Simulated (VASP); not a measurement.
# Sc (P6_3/mmc) in VASP: further runs

Sc is run at these levels: BLYP; tasks: single point, relaxation of cell and atoms.

Everything below comes from runs of VASP 6.6.1. Logs are shortened: lines on timing, memory, paths and dates and some standing lists are left out, and cuts for length are marked.

**1. The cell of the first run**

Symmetry: P6_3/mmc, No. 194, hexagonal system. The conventional cell has a = 3.397 Å, b = 3.397 Å, c = 10.829 Å, α = 90.00°, β = 90.00°, γ = 120.00°. Within 4.4 Å of Sc (site symmetry -3m) lie 12 Sc at 3.34 to 3.40 Å. Within 4.4 Å of Sc (site symmetry -6m2) lie 12 Sc at 3.34 to 3.40 Å.

**2. Single point, BLYP (27.06 Å³/atom)**

Input file INCAR:

```
SYSTEM = Sc
PREC = Accurate
ENCUT = 520
EDIFF = 1E-6
ISMEAR = -1
SIGMA = 0.1
LREAL = .False.
LASPH = .True.
NELM = 60
ALGO = Normal
ISIF = 2
LWAVE = .False.
LCHARG = .True.
GGA = B5
ALDAX = 1.0
AGGAX = 1.0
AGGAC = 1.0
ALDAC = 0.0
LELF = .True.
LVHAR = .True.
NBANDS = 30
```

Input file KPOINTS:

```
regular mesh
0
Gamma
  12 12 4
  0 0 0
```

Input file POSCAR:

```
Sc
1.0
    3.3971282867      0.0000000000      0.0000000000
   -1.6985641433      2.9419993962      0.0000000000
    0.0000000000      0.0000000000     10.8288838892
Sc
4
Direct
    0.0000000000      1.0000000000      1.0000000000
    0.0000000000      1.0000000000      0.5000000000
    0.3333333333      0.6666666667      0.2500000000
    0.6666666667      0.3333333333      0.7500000000
```

Potentials or basis: VASP PAW PBE potentials, release 64 (Sc_sv).

Started as:

```console
$ cat potpaw_PBE.64/Sc_sv/POTCAR > POTCAR
$ mpirun -np 1 vasp_std > vasp.out
```

OUTCAR:

```text
SYSTEM = Sc
   PREC = Accurate
   ENCUT = 520
   EDIFF = 1E-6
   ISMEAR = -1
   LREAL = .False.
   LASPH = .True.
   NELM = 60
   ISIF = 2
   GGA = B5

 ion  position               nearest neighbor table
   1  0.000  0.000  0.000-   3 3.34   4 3.34   3 3.34   4 3.34   4 3.34   3 3.34
   2  0.000  0.000  0.500-   3 3.34   4 3.34   3 3.34   4 3.34   4 3.34   3 3.34
   3  0.333  0.667  0.250-   1 3.34   2 3.34   1 3.34   2 3.34   1 3.34   2 3.34
   4  0.667  0.333  0.750-   1 3.34   2 3.34   1 3.34   2 3.34   1 3.34   2 3.34

  LATTYP: Found a hexagonal cell.
 ALAT       =     3.3971282867
 C/A-ratio  =     3.1876582146

  Lattice vectors:

 A1 = (   3.3971282867,   0.0000000000,   0.0000000000)
 A2 = (  -1.6985641433,   2.9419993962,   0.0000000000)
 A3 = (   0.0000000000,   0.0000000000,  10.8288838892)

Analysis of symmetry for initial positions (statically):
=====================================================================
 Subroutine PRICEL returns:
 Original cell was already a primitive cell.

 Routine SETGRP: Setting up the symmetry group for a
 hexagonal supercell.

 Subroutine GETGRP returns: Found 24 space group operations
 (whereof 12 operations were pure point group operations)
 out of a pool of 24 trial point group operations.

The static configuration has the point symmetry D_3d.
 The point group associated with its full space group is D_6h.

Analysis of symmetry for dynamics (positions and initial velocities):
=====================================================================
 Subroutine PRICEL returns:
 Original cell was already a primitive cell.

 Routine SETGRP: Setting up the symmetry group for a
 hexagonal supercell.

 Subroutine GETGRP returns: Found 24 space group operations
 (whereof 12 operations were pure point group operations)
 out of a pool of 24 trial point group operations.

The dynamic configuration has the point symmetry D_3d.
 The point group associated with its full space group is D_6h.

 Subroutine INISYM returns: Found 24 space group operations
 (whereof 12 operations are pure point group operations),
 and found     1 'primitive' translations

----------------------------------------------------------------------------------------

                                     Primitive cell

  volume of cell :     108.2276

  direct lattice vectors                    reciprocal lattice vectors
     3.397128287  0.000000000  0.000000000     0.294366275  0.169952448  0.000000000
    -1.698564143  2.941999396  0.000000000     0.000000000  0.339904896  0.000000000
     0.000000000  0.000000000 10.828883889     0.000000000  0.000000000  0.092345620

  length of vectors
     3.397128287  3.397128287 10.828883889     0.339904896  0.339904896  0.092345620

  position of ions in fractional coordinates (direct lattice)
     0.000000000  0.000000000  0.000000000
     0.000000000  0.000000000  0.500000000
     0.333333333  0.666666667  0.250000000
     0.666666667  0.333333333  0.750000000

  ion indices of the primitive-cell ions
   primitive index   ion index
                 1           1
                 2           2
                 3           3
                 4           4

----------------------------------------------------------------------------------------

 KPOINTS: regular mesh

Automatic generation of k-mesh.
 Grid dimensions read from file:
 generate k-points for:   12   12    4

 Generating k-lattice:

  Cartesian coordinates                     Fractional coordinates (reciprocal lattice)
     0.024530523  0.014162704  0.000000000     0.083333333  0.000000000  0.000000000
     0.000000000  0.028325408  0.000000000     0.000000000  0.083333333  0.000000000
     0.000000000  0.000000000  0.023086405     0.000000000  0.000000000  0.250000000

  Length of vectors
     0.028325408  0.028325408  0.023086405

  Shift w.r.t. Gamma in fractional coordinates (k-lattice)
     0.000000000  0.000000000  0.000000000

 Subroutine IBZKPT returns following result:
 ===========================================

 Found     57 irreducible k-points:

 Following reciprocal coordinates:
            Coordinates               Weight
  0.000000  0.000000  0.000000      1.000000
  0.083333  0.000000  0.000000      6.000000
  0.166667 -0.000000  0.000000      6.000000
  0.250000  0.000000  0.000000      6.000000
  0.333333  0.000000  0.000000      6.000000
  0.416667 -0.000000  0.000000      6.000000
[... 16 lines left out ...]
  0.250000  0.000000  0.250000     12.000000
  0.333333  0.000000  0.250000     12.000000
 [... further k-points ...]
   k-points           NKPTS =     57   k-points in BZ     NKDIM =     57   number of bands    NBANDS=     30
   number of dos      NEDOS =    301   number of ions     NIONS =      4
   total plane-waves  NPLWV =  65856
   dimension x,y,z NGX =    28 NGY =   28 NGZ =   84
   dimension x,y,z NGXF=    56 NGYF=   56 NGZF=  168
   ions per type =               4
   NGX,Y,Z   is equivalent  to a cutoff of  13.70, 13.70, 12.90 a.u.
   NGXF,Y,Z  is equivalent  to a cutoff of  27.40, 27.40, 25.79 a.u.
 SYSTEM =  Sc
   PREC   = accura    normal or accurate (medium, high low for compatibility)
   ISTART =      0    job   : 0-new  1-cont  2-samecut
   ICHARG =      2    charge: 1-file 2-atom 10-const
   ISPIN  =      1    spin polarized calculation?
   LNONCOLLINEAR =      F non collinear calculations
   LSORBIT =      F    spin-orbit coupling
   LASPH  =      T    aspherical Exc in radial PAW
   ENCUT  =  520.0 eV  38.22 Ry    6.18 a.u.   6.32  6.32 20.13*2*pi/ulx,y,z
   NELM   =     60;   NELMIN=  2; NELMDL= -5     # of ELM steps
   EDIFF  = 0.1E-05   stopping-criterion for ELM
   LREAL  =      F    real-space projection
   EDIFFG = 0.1E-04   stopping-criterion for IOM
   NSW    =      0    number of steps for IOM
   IBRION =     -1    ionic relax: 0-MD 1-quasi-New 2-CG
   NFREE  =      0    steps in history (QN), initial steepest desc. (CG)
   ISIF   =      2    stress and relaxation
   ISYM   =      2    0-nonsym 1-usesym 2-fastsym
   POTIM  = 0.5000    time-step for ionic-motion
   TEBEG  =    0.0;   TEEND  =   0.0 temperature during run
   PSTRESS=    0.0 pullay stress
   NELECT =      44.0000    total number of electrons
   NUPDOWN=      -1.0000    fix difference up-down
   EMIN   =  10.00;   EMAX   =-10.00  energy-range for DOS
   EFERMI =   0.00;   METHOD = LEGACY
   ISMEAR =    -1;   SIGMA  =   0.10  broadening in eV -4-tet -1-fermi 0-gaus
   EFERMI_NEDOS =   21; number of points for ismear=-14 and -15
   IALGO  =     38    algorithm
   IMIX   =      4    mixing-type and parameters
     AMIX     =   0.40;   BMIX     =  1.00
     AMIX_MAG =   1.60;   BMIX_MAG =  1.00
  volume/ion in A,a.u.               =      27.06       182.59
  Fermi-wavevector in a.u.,A,eV,Ry     =   1.212773  2.291809 20.011710  1.470819
  Thomas-Fermi vector in A             =   2.348247
   LORBIT       =      0    0 simple, 1 ext, 2 COOP (PROOUT), +10 PAW based schemes
   GGA     = B5    functional components
   LHFCALC =     F    Hartree Fock is set to
   AEXX    =    0.0000 exact exchange contribution
   IVDW    =     0    specifies the selected vdW correction
   LEPSILON=     F    determine dielectric tensor
   LRPA    =     F    only Hartree local field effects (RPA)
 non-spin polarized calculation
  energy-cutoff  :      520.00
  volume of cell :      108.23
 maximum number of plane-waves:      2933
 NGX is ok and might be reduce to    28
   NGX = 13   NGY = 13   NGZ = 41

 number of electron      43.9999991 magnetization

 Free energy of the ion-electron system (eV)
  ---------------------------------------------------
  ext. energy  EPLUGINS =         0.00000000
  ---------------------------------------------------
  free energy    TOTEN  =       -21.29161192 eV

  energy without entropy =      -21.01293493  energy(sigma->0) =      -21.15227343

 E-fermi :   3.6146     XC(G=0):  -9.0299

 val. band max:        3.5999829724   @ k =   0.5000   0.0000   0.5000
 cond. band min:       3.6266373148   @ k =   0.4167   0.1667   0.2500
 fundamental gap:      0.0266543424
 Fermi energy:         3.6146341773

 k-point     1 :       0.0000    0.0000    0.0000
  band No.  band energies     occupation
      1     -45.8926      2.00000
      2     -45.8733      2.00000
      3     -45.8673      2.00000
      4     -45.8479      2.00000
      5     -24.7954      2.00000
      6     -24.6573      2.00000
[... 22 lines left out ...]
     29       5.1689      0.00000
     30       5.1898      0.00000

 k-point     2 :       0.0833    0.0000    0.0000
  band No.  band energies     occupation
      1     -45.8903      2.00000
      2     -45.8717      2.00000
      3     -45.8657      2.00000
      4     -45.8470      2.00000
      5     -24.7890      2.00000
      6     -24.6597      2.00000
[... 22 lines left out ...]
     29       5.2168      0.00000
     30       5.2584      0.00000

 k-point     3 :       0.1667   -0.0000    0.0000
  band No.  band energies     occupation
      1     -45.8840      2.00000
      2     -45.8673      2.00000
      3     -45.8613      2.00000
      4     -45.8445      2.00000
      5     -24.7707      2.00000
      6     -24.6697      2.00000
[... 22 lines left out ...]
     29       5.1865      0.00000
     30       5.4955      0.00000

 k-point     4 :       0.2500    0.0000    0.0000
  band No.  band energies     occupation
      1     -45.8750      2.00000
      2     -45.8613      2.00000
      3     -45.8553      2.00000
      4     -45.8416      2.00000
      5     -24.7450      2.00000
      6     -24.6922      2.00000
[... 616 lines left out ...]
     29       5.2303      0.00000
     30       5.2800      0.00000

 k-point    23 :       0.2500    0.0000    0.2500
  band No.  band energies     occupation
      1     -45.8738      2.00000
      2     -45.8653      2.00000
      3     -45.8513      2.00000
      4     -45.8428      2.00000
      5     -24.7412      2.00000
      6     -24.7113      2.00000
[... 22 lines left out ...]
     29       5.1545      0.00000
     30       5.3738      0.00000

 k-point    24 :       0.3333    0.0000    0.2500
  band No.  band energies     occupation
      1     -45.8644      2.00000
      2     -45.8580      2.00000
      3     -45.8466      2.00000
      4     -45.8402      2.00000
      5     -24.7421      2.00000
      6     -24.7179      2.00000
[... 22 lines left out ...]
     29       5.0267      0.00000
     30       5.3826      0.00000

 [... further k-points ...]

------------------------ aborting loop because EDIFF is reached ----------------------------------------

  FORCE on cell =-STRESS in cart. coord.  units (eV):
  Direction    XX          YY          ZZ          XY          YZ          ZX
  --------------------------------------------------------------------------------------
  -------------------------------------------------------------------------------------
  Total       -2.2590596     -2.2590596     -2.2876371     -0.0000000      0.0000000     -0.0000000
  in kB      -33.4426003    -33.4426003    -33.8656562     -0.0000000      0.0000000     -0.0000000
  external PRESSURE =     -33.5836189 kB  Pullay stress =       0.0000000 kB

 VOLUME and BASIS-vectors are now :
 -----------------------------------------------------------------------------
  energy-cutoff  :      520.00
  volume of cell :      108.23
      direct lattice vectors                 reciprocal lattice vectors
     3.397128287  0.000000000  0.000000000     0.294366275  0.169952448  0.000000000
    -1.698564143  2.941999396  0.000000000     0.000000000  0.339904896  0.000000000
     0.000000000  0.000000000 10.828883889     0.000000000  0.000000000  0.092345620

 POSITION                                       TOTAL-FORCE (eV/Angst)
 -----------------------------------------------------------------------------------
      0.00000      0.00000      0.00000         0.000000      0.000000     -0.000000
      0.00000      0.00000      5.41444         0.000000      0.000000     -0.000000
     -0.00000      1.96133      2.70722        -0.000000      0.000000      0.000000
      1.69856      0.98067      8.12166         0.000000     -0.000000     -0.000000
 -----------------------------------------------------------------------------------
    total drift:                                0.000000     -0.000000      0.000000

  FREE ENERGIE OF THE ION-ELECTRON SYSTEM (eV)
  ---------------------------------------------------
  free  energy   TOTEN  =       -21.2916119184 eV

  energy  without entropy=      -21.0129349338  energy(sigma->0) =      -21.15227343
```

It took 99 s on 1 thread of Intel Xeon 6975P-C (Granite Rapids), shared host; peak memory 0.32 GiB.

Results:

- Free energy: -21.2916 eV
- Pressure: -3.4 GPa
- Band gap on the k mesh: zero (bands 22 and 23 overlap by 1.03 eV)

Caveat: the cell stands under tension; the PAW data sets were made with another functional, which shifts forces and pressure a little.

**3. Single point, BLYP (28.06 Å³/atom)**

This run uses another cell than the first one, of 28.06 Å³/atom.

Input file INCAR:

```
SYSTEM = Sc
  AGGAC = 1.0
  AGGAX = 1.0
  ALDAC = 0.0
  ALDAX = 1.0
  ALGO = Normal
  EDIFF = 1E-7
  ENCUT = 520
  GGA = B5
  ISIF = 2
  ISMEAR = -1
  LASPH = .True.
  LCHARG = .False.
  LREAL = .False.
  LWAVE = .False.
  NBANDS = 30
  NELM = 100
  PREC = Accurate
  SIGMA = 0.1
```

Input file KPOINTS:

```
k-points
0
Gamma
  12 12 4
  0 0 0
```

Input file POSCAR:

```
Sc
1.0
    3.4385607638      0.0000000000      0.0000000000
   -1.7192803819      2.9778809739      0.0000000000
    0.0000000000      0.0000000000     10.9609564652
Sc
4
Direct
    0.0000000000      1.0000000000      1.0000000000
    0.0000000000      1.0000000000      0.5000000000
    0.3333333333      0.6666666667      0.2500000000
    0.6666666667      0.3333333333      0.7500000000
```

Potentials or basis: VASP PAW PBE potentials, release 64 (Sc_sv).

Started as:

```console
$ cat potpaw_PBE.64/Sc_sv/POTCAR > POTCAR
$ mpirun -np 1 vasp_std > vasp.out
```

It took 2 min on 1 thread of Intel Xeon 6975P-C (Granite Rapids), shared host; peak memory 0.32 GiB.

It converged, with:

```
Free energy            : -21.1925 eV
Pressure               : -4.6 GPa
Band gap on the k mesh : zero (bands 22 and 23 overlap by 0.98 eV)
```

Levels at points of the mesh, in eV from the Fermi level:
```csv
k point,band 20,band 21,band 22,band 23,band 24,band 25
"(0.00, 0.00, 0.00)",-1.54,0.36,0.70,0.75,1.22,1.22
"(0.50, 0.00, 0.00)",-1.04,-0.43,-0.27,-0.27,0.14,0.74
"(0.00, 0.00, 0.50)",-2.17,0.38,0.38,1.20,1.20,1.30
"(0.50, 0.00, 0.50)",-1.12,-0.36,-0.36,-0.04,-0.04,1.03
```

Caveat: the cell stands under tension; the PAW data sets were made with another functional, which shifts forces and pressure a little.

(Part 1 of 2 ends here.)
